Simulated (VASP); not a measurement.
# Be2C (Fm-3m) in VASP: notebook, part 2 of 2

VASP 6.6.1. Earlier steps stand in the parts before.

**3. Relaxation of cell and atoms, PBEsol, target pressure 4 GPa, at which the enthalpy is minimised**

INCAR

```
SYSTEM = Be2C
PREC     = Accurate       ! precision mode
ENCUT    = 600            ! plane-wave cutoff, eV
EDIFF    = 1E-7           ! SCF threshold, eV
ISMEAR   = 0              ! smearing method
SIGMA    = 0.01           ! smearing width, eV
LREAL    = .FALSE.        ! projectors in reciprocal space
LASPH    = .TRUE.         ! aspherical terms in the spheres
NELM     = 120            ! most SCF steps
ALGO     = Normal         ! electronic algorithm
ISIF     = 3              ! what is computed and relaxed
LWAVE    = .FALSE.        ! write WAVECAR
LCHARG   = .FALSE.        ! write CHGCAR
GGA      = PS             ! functional
IBRION   = 2              ! ionic algorithm
NSW      = 100            ! ionic steps
EDIFFG   = -0.002         ! ionic threshold
PSTRESS  = 40.0         
GGA_COMPAT= .FALSE.      
NELMIN   = 4
```

KPOINTS

```
regular mesh
0
G
  8 8 8
  0 0 0
```

POSCAR

```
Be2C
1.0
    0.0000000000      2.1553775933      2.1553775933
    2.1553775933      0.0000000000      2.1553775933
    2.1553775933      2.1553775933      0.0000000000
Be C
2 1
Direct
    0.2500000000      0.2500000000      0.2500000000
    0.7500000000      0.7500000000      0.7500000000
    0.0000000000      0.0000000000      0.0000000000
```

Potentials or basis: VASP PAW PBE potentials, release 64 (Be, C).

Command:

```
> cat potpaw_PBE.64/Be/POTCAR potpaw_PBE.64/C/POTCAR > POTCAR
> mpirun -np 1 vasp_std > vasp.out
```

OUTCAR:

```text
SYSTEM = Be2C
   PREC = Accurate
   ENCUT = 600
   EDIFF = 1E-7
   ISMEAR = 0
   LREAL = .FALSE.
   LASPH = .TRUE.
   NELM = 120
   ISIF = 3
   GGA = PS
   IBRION = 2
   NSW = 100
   EDIFFG = -0.002
   PSTRESS = 40.0
   NELMIN = 4

 ion  position               nearest neighbor table
   1  0.250  0.250  0.250-   3 1.87   3 1.87   3 1.87   3 1.87   2 2.16   2 2.16   2 2.16   2 2.16
                             2 2.16   2 2.16
   2  0.750  0.750  0.750-   3 1.87   3 1.87   3 1.87   3 1.87   1 2.16   1 2.16   1 2.16   1 2.16
                             1 2.16   1 2.16
   3  0.000  0.000  0.000-   2 1.87   2 1.87   2 1.87   1 1.87   2 1.87   1 1.87   1 1.87   1 1.87

  LATTYP: Found a face centered cubic cell.
 ALAT       =     4.3107551866

  Lattice vectors:

 A1 = (   0.0000000000,   2.1553775933,   2.1553775933)
 A2 = (   2.1553775933,   0.0000000000,   2.1553775933)
 A3 = (   2.1553775933,   2.1553775933,   0.0000000000)

Analysis of symmetry for initial positions (statically):
=====================================================================
 Subroutine PRICEL returns:
 Original cell was already a primitive cell.

 Routine SETGRP: Setting up the symmetry group for a
 face centered cubic supercell.

 Subroutine GETGRP returns: Found 48 space group operations
 (whereof 48 operations were pure point group operations)
 out of a pool of 48 trial point group operations.

The static configuration has the point symmetry O_h .

Analysis of symmetry for dynamics (positions and initial velocities):
=====================================================================
 Subroutine PRICEL returns:
 Original cell was already a primitive cell.

 Routine SETGRP: Setting up the symmetry group for a
 face centered cubic supercell.

 Subroutine GETGRP returns: Found 48 space group operations
 (whereof 48 operations were pure point group operations)
 out of a pool of 48 trial point group operations.

The dynamic configuration has the point symmetry O_h .

 Subroutine INISYM returns: Found 48 space group operations
 (whereof 48 operations are pure point group operations),
 and found     1 'primitive' translations

[... 130 lines left out ...]
  energy-cutoff  :      600.00
  volume of cell :       20.03
 maximum number of plane-waves:       692
   NGX = 13   NGY = 13   NGZ = 13

--------------------------------------- Ionic step        1  -------------------------------------------

 number of electron       8.0000000 magnetization

 Free energy of the ion-electron system (eV)
  ---------------------------------------------------
  ext. energy  EPLUGINS =         0.00000000
  ---------------------------------------------------
  free energy    TOTEN  =       -18.41238510 eV

  energy without entropy =      -18.41238510  energy(sigma->0) =      -18.41238510

------------------------ aborting loop because EDIFF is reached ----------------------------------------

  FORCE on cell =-STRESS in cart. coord.  units (eV):
  Direction    XX          YY          ZZ          XY          YZ          ZX
  --------------------------------------------------------------------------------------
  -------------------------------------------------------------------------------------
  Total        0.0700655      0.0700655      0.0700655     -0.0000000     -0.0000000      0.0000000
  in kB        5.6055057      5.6055057      5.6055057     -0.0000000     -0.0000000      0.0000000
  external PRESSURE =     -34.3944943 kB  Pullay stress =      40.0000000 kB
[... 65 lines left out ...]
--------------------------------------- Ionic step        3  -------------------------------------------

 number of electron       8.0000000 magnetization

 Free energy of the ion-electron system (eV)
  ---------------------------------------------------
  ext. energy  EPLUGINS =         0.00000000
  ---------------------------------------------------
  free energy    TOTEN  =       -18.40784922 eV

  energy without entropy =      -18.40784922  energy(sigma->0) =      -18.40784922

 E-fermi :   8.0885     XC(G=0): -11.6269

 val. band max:        7.9782759184   @ k =   0.0000   0.0000   0.0000
 cond. band min:       9.0503156141   @ k =   0.5000   0.5000   0.0000
 fundamental gap:      1.0720396958
 Fermi energy:         8.0885039863

 k-point     1 :       0.0000    0.0000    0.0000
  band No.  band energies     occupation
      1      -7.2701      2.00000
      2       7.9783      2.00000
      3       7.9783      2.00000
      4       7.9783      2.00000
      5      12.1158      0.00000
      6      12.1158      0.00000
      7      12.1158      0.00000
      8      15.0064      0.00000
[... 243 lines left out ...]
 k-point    24 :      -0.3750    0.2500    0.1250
  band No.  band energies     occupation
      1      -3.8491      2.00000
      2      -0.2797      2.00000
      3       3.7677      2.00000
      4       4.4806      2.00000
      5      13.1432      0.00000
      6      14.6939      0.00000
      7      18.0061      0.00000
      8      18.7711      0.00000

 [... further k-points ...]

------------------------ aborting loop because EDIFF is reached ----------------------------------------

  FORCE on cell =-STRESS in cart. coord.  units (eV):
  Direction    XX          YY          ZZ          XY          YZ          ZX
  --------------------------------------------------------------------------------------
  -------------------------------------------------------------------------------------
  Total        0.4927214      0.4927214      0.4927214      0.0000000     -0.0000000     -0.0000000
  in kB       40.0639707     40.0639707     40.0639707      0.0000000     -0.0000000     -0.0000000
  external PRESSURE =       0.0639707 kB  Pullay stress =      40.0000000 kB
[... 22 lines left out ...]
  energy  without entropy=      -18.4078492161  energy(sigma->0) =      -18.40784922

  enthalpy is  TOTEN    =       -17.9159145978 eV   P V=        0.4919346183

 reached required accuracy - stopping structural energy minimisation
```

CONTCAR:

```text
Be2C
   1.00000000000000
    -0.0000000000000000    2.1437591631139803    2.1437591631139803
     2.1437591631139803   -0.0000000000000000    2.1437591631139803
     2.1437591631139803    2.1437591631139803    0.0000000000000000
  Be              C
     2     1
Direct
     0.2500000000000000    0.2500000000000000    0.2500000000000000
     0.7500000000000000    0.7500000000000000    0.7500000000000000
     0.0000000000000000    0.0000000000000000    0.0000000000000000

  0.00000000E+00  0.00000000E+00  0.00000000E+00
  0.00000000E+00  0.00000000E+00  0.00000000E+00
  0.00000000E+00  0.00000000E+00  0.00000000E+00
```

It took 8.3 s on 1 thread of Intel Xeon Platinum 8375C at 2.90GHz (Ice Lake), shared host; peak memory 0.13 GiB.

What came out:

```
Free energy                                            : -18.4078 eV
Relaxed volume                                         : 6.57 Å³/atom
Relaxed cell                                           : a = 3.032 Å, b = 3.032 Å, c = 3.032 Å, α = 60.00°, β = 60.00°, γ = 60.00°
Space group after relaxing (to 0.05 Å)                 : Fm-3m (No. 225)
Energy change on relaxing (the enthalpy is what falls) : +1.5 meV/atom
Ionic steps                                            : 3
Pressure after relaxing                                : 4.0 GPa
Band gap on the k mesh                                 : 1.07 eV, indirect (least direct gap 4.14 eV)
```

The path:
| step | energy change (eV) | largest force (eV/Å) | pressure (GPa) | volume (Å³) |
| --- | --- | --- | --- | --- |
| 1 | 0.0000 | 0.0000 | 0.56 | 20.03 |
| 2 | 0.0071 | 0.0000 | 5.03 | 19.61 |
| 3 | 0.0045 | 0.0000 | 4.01 | 19.70 |

Final structure:
```cif
data_structure
_symmetry_space_group_name_H-M 'P 1'
_symmetry_Int_Tables_number 1
_cell_length_a 3.0317
_cell_length_b 3.0317
_cell_length_c 3.0317
_cell_angle_alpha 60.000
_cell_angle_beta 60.000
_cell_angle_gamma 60.000
_cell_volume 19.70
loop_
_atom_site_label
_atom_site_type_symbol
_atom_site_fract_x
_atom_site_fract_y
_atom_site_fract_z
_atom_site_occupancy
Be1 Be 0.25000 0.25000 0.25000 1
Be2 Be 0.75000 0.75000 0.75000 1
C1 C 0.00000 0.00000 0.00000 1
```

Caveat: the cell is relaxed towards a set pressure, so the enthalpy falls and the energy may rise; the PAW data sets were made with another functional, which shifts forces and pressure a little.

**4. Relaxation of cell and atoms, PBEsol, target pressure 7 GPa, at which the enthalpy is minimised**

INCAR

```
PREC     = Accurate       # precision mode
ENCUT    = 600            # plane-wave cutoff, eV
EDIFF    = 1E-7           # SCF threshold, eV
ISMEAR   = 0              # smearing method
SIGMA    = 0.01           # smearing width, eV
LREAL    = False          # projectors in reciprocal space
LASPH    = True           # aspherical terms in the spheres
NELM     = 120            # most SCF steps
ALGO     = Normal         # electronic algorithm
ISIF     = 3              # what is computed and relaxed
LWAVE    = False          # write WAVECAR
LCHARG   = False          # write CHGCAR
GGA      = PS             # functional
IBRION   = 2              # ionic algorithm
NSW      = 100            # ionic steps
EDIFFG   = -0.002         # ionic threshold
PSTRESS  = 70.0         
GGA_COMPAT= False        
NELMIN   = 4
```

KPOINTS

```
Automatic mesh
0
Gamma
  8 8 8
```

POSCAR is that of step 3.

Command:

```
> cat potpaw_PBE.64/Be/POTCAR potpaw_PBE.64/C/POTCAR > POTCAR
> mpirun -np 1 vasp_std > vasp.out
```

Run time: 8.3 s. Hardware: 1 thread of Intel Xeon Platinum 8375C at 2.90GHz (Ice Lake), shared host; peak memory 0.13 GiB.

It converged, with:

```
Free energy                                            : -18.3989 eV
Relaxed volume                                         : 6.48 Å³/atom
Relaxed cell                                           : a = 3.018 Å, b = 3.018 Å, c = 3.018 Å, α = 60.00°, β = 60.00°, γ = 60.00°
Space group after relaxing (to 0.05 Å)                 : Fm-3m (No. 225)
Energy change on relaxing (the enthalpy is what falls) : +4.5 meV/atom
Ionic steps                                            : 3
Pressure after relaxing                                : 7.0 GPa
Band gap on the k mesh                                 : 1.08 eV, indirect (least direct gap 4.16 eV)
```

Step by step:
```csv
step,energy change (eV),largest force (eV/Å),pressure (GPa),volume (Å³)
1,0.0000,0.0000,0.56,20.03
2,0.0228,0.0000,9.22,19.26
3,0.0135,0.0000,7.01,19.44
```

Final structure:
```yaml
crystal:
  lattice:
    - [0.00000, 2.13419, 2.13419]
    - [2.13419, 0.00000, 2.13419]
    - [2.13419, 2.13419, 0.00000]
  atoms:
    - { symbol: Be, position: [0.25000, 0.25000, 0.25000] }
    - { symbol: Be, position: [0.75000, 0.75000, 0.75000] }
    - { symbol: C, position: [0.00000, 0.00000, 0.00000] }
```

Levels at points of the mesh, in eV from the valence-band top:
| k point | band 1 | band 2 | band 3 | band 4 | band 5 | band 6 | band 7 | band 8 |
| --- | --- | --- | --- | --- | --- | --- | --- | --- |
| (0.00, 0.00, 0.00) | -15.35 | 0.00 | 0.00 | 0.00 | 4.16 | 4.16 | 4.16 | 7.18 |
| (0.50, 0.00, 0.00) | -12.36 | -9.04 | -1.91 | -1.91 | 5.03 | 5.03 | 7.48 | 9.97 |
| (0.50, 0.50, 0.00) | -11.61 | -6.94 | -4.93 | -4.93 | 1.08 | 6.02 | 13.66 | 13.66 |

Caveat: the cell is relaxed towards a set pressure, so the enthalpy falls and the energy may rise; the PAW data sets were made with another functional, which shifts forces and pressure a little.

**5. Relaxation of cell and atoms, PBEsol, target pressure 10 GPa, at which the enthalpy is minimised**

INCAR

```
ALGO     = Normal         # electronic algorithm
EDIFF    = 1E-7           # SCF threshold, eV
EDIFFG   = -0.002         # ionic threshold
ENCUT    = 600            # plane-wave cutoff, eV
GGA      = PS             # functional
GGA_COMPAT= F            
IBRION   = 2              # ionic algorithm
ISIF     = 3              # what is computed and relaxed
ISMEAR   = 0              # smearing method
LASPH    = T              # aspherical terms in the spheres
LCHARG   = F              # write CHGCAR
LREAL    = F              # projectors in reciprocal space
LWAVE    = F              # write WAVECAR
NELM     = 120            # most SCF steps
NELMIN   = 4            
NSW      = 100            # ionic steps
PREC     = Accurate       # precision mode
PSTRESS  = 100.0        
SIGMA    = 0.01           # smearing width, eV
```

KPOINTS

```
k-points
0
Gamma
  8 8 8
```

POSCAR is that of step 4.

Command:

```
> cat potpaw_PBE.64/Be/POTCAR potpaw_PBE.64/C/POTCAR > POTCAR
> mpirun -np 1 vasp_std > vasp.out
```

Wall time 8.1 s (1 thread of Intel Xeon Platinum 8375C at 2.90GHz (Ice Lake), shared host); peak memory 0.13 GiB.

The run converged. Its results:

* Free energy: -18.3857 eV
* Relaxed volume: 6.40 Å³/atom
* Relaxed cell: a = 3.005 Å, b = 3.005 Å, c = 3.005 Å, α = 60.00°, β = 60.00°, γ = 60.00°
* Space group after relaxing (to 0.05 Å): Fm-3m (No. 225)
* Energy change on relaxing (the enthalpy is what falls): +8.9 meV/atom
* Ionic steps: 3
* Pressure after relaxing: 10.0 GPa
* Band gap on the k mesh: 1.08 eV, indirect (least direct gap 4.18 eV)

The path:
| step | energy change (eV) | largest force (eV/Å) | pressure (GPa) | volume (Å³) |
| --- | --- | --- | --- | --- |
| 1 | 0.0000 | 0.0000 | 0.56 | 20.03 |
| 2 | 0.0478 | 0.0000 | 13.71 | 18.91 |
| 3 | 0.0267 | 0.0000 | 10.01 | 19.19 |

Final structure:
```xyz
3
Lattice="0.0000 2.1251 2.1251 2.1251 0.0000 2.1251 2.1251 2.1251 0.0000" Properties=species:S:1:pos:R:3 pbc="T T T"
Be    1.0625    1.0625    1.0625
Be    3.1876    3.1876    3.1876
C     0.0000    0.0000    0.0000
```

Levels at points of the mesh, in eV from the valence-band top:
| k point | band 2 | band 3 | band 4 | band 5 | band 6 | band 7 |
| --- | --- | --- | --- | --- | --- | --- |
| (0.00, 0.00, 0.00) | 0.00 | 0.00 | 0.00 | 4.18 | 4.18 | 4.18 |
| (0.50, 0.00, 0.00) | -9.12 | -1.93 | -1.93 | 5.05 | 5.05 | 7.62 |
| (0.50, 0.50, 0.00) | -6.99 | -4.99 | -4.99 | 1.08 | 6.11 | 13.81 |

Caveat: the cell is relaxed towards a set pressure, so the enthalpy falls and the energy may rise; the PAW data sets were made with another functional, which shifts forces and pressure a little.

**6. Relaxation of cell and atoms, PBEsol, target pressure 15 GPa, at which the enthalpy is minimised**

INCAR

```
SYSTEM = Be2C
PREC = Accurate ; ENCUT = 600
EDIFF = 1E-7 ; ISMEAR = 0
SIGMA = 0.01 ; LREAL = .False.
LASPH = .True. ; NELM = 120
ALGO = Normal ; ISIF = 3
LWAVE = .False. ; LCHARG = .False.
GGA = PS ; IBRION = 2
NSW = 100 ; EDIFFG = -0.002
PSTRESS = 150.0 ; GGA_COMPAT = .False.
NELMIN = 4
```

KPOINTS

```
Automatic mesh
0
Gamma
  8 8 8
  0 0 0
```

POSCAR is that of step 5.

Potentials or basis: VASP PAW PBE potentials, release 64 (Be, C).

Command:

```
> cat potpaw_PBE.64/Be/POTCAR potpaw_PBE.64/C/POTCAR > POTCAR
> mpirun -np 1 vasp_std > vasp.out
```

Run time: 8.2 s. Hardware: 1 thread of Intel Xeon Platinum 8375C at 2.90GHz (Ice Lake), shared host; peak memory 0.13 GiB.

It converged, with:

```
Free energy                                            : -18.3558 eV
Relaxed volume                                         : 6.27 Å³/atom
Relaxed cell                                           : a = 2.985 Å, b = 2.985 Å, c = 2.985 Å, α = 60.00°, β = 60.00°, γ = 60.00°
Space group after relaxing (to 0.05 Å)                 : Fm-3m (No. 225)
Energy change on relaxing (the enthalpy is what falls) : +18.9 meV/atom
Ionic steps                                            : 3
Pressure after relaxing                                : 15.0 GPa
Band gap on the k mesh                                 : 1.09 eV, indirect (least direct gap 4.22 eV)
```

The path:
```
step  energy change (eV)  largest force (eV/Å)  pressure (GPa)  volume (Å³)
   1              0.0000                0.0000            0.56        20.03
   2              0.1112                0.0000           21.86        18.33
   3              0.0566                0.0000           15.02        18.81
```

Final structure:
```
Be C
1.0
     0.00000    2.11079    2.11079
     2.11079    0.00000    2.11079
     2.11079    2.11079    0.00000
Be C
2 1
Direct
  0.25000 0.25000 0.25000
  0.75000 0.75000 0.75000
  0.00000 0.00000 0.00000
```

Levels at points of the mesh, in eV from the valence-band top:
```tsv
k point	band 1	band 2	band 3	band 4	band 5	band 6	band 7	band 8
(0.00, 0.00, 0.00)	-15.60	0.00	0.00	0.00	4.22	4.22	4.22	7.56
(0.50, 0.00, 0.00)	-12.52	-9.26	-1.96	-1.96	5.09	5.09	7.85	10.18
(0.50, 0.50, 0.00)	-11.78	-7.06	-5.08	-5.08	1.09	6.26	14.03	14.03
```

Caveat: the cell is relaxed towards a set pressure, so the enthalpy falls and the energy may rise; the PAW data sets were made with another functional, which shifts forces and pressure a little.

**7. Summary**

| cell | gap on the mesh (eV) | pressure (GPa) |
| --- | --- | --- |
| relaxed to 2 GPa | 1.07 | 2.0 |
| relaxed to 4 GPa | 1.07 | 4.0 |
| relaxed to 7 GPa | 1.08 | 7.0 |
| relaxed to 10 GPa | 1.08 | 10.0 |
| relaxed to 15 GPa | 1.09 | 15.0 |

Alike in all rows: task relaxation of cell and atoms; level PBEsol; potentials or basis VASP PAW PBE potentials, release 64 (Be, C); no spin polarisation; k mesh 8 × 8 × 8; cutoff (eV) 600; smearing gaussian 0.01 eV.

Caveats: the cell is relaxed towards a set pressure, so the enthalpy falls and the energy may rise; the PAW data sets were made with another functional, which shifts forces and pressure a little.

Absolute energies hang on the potentials; compare differences alone.
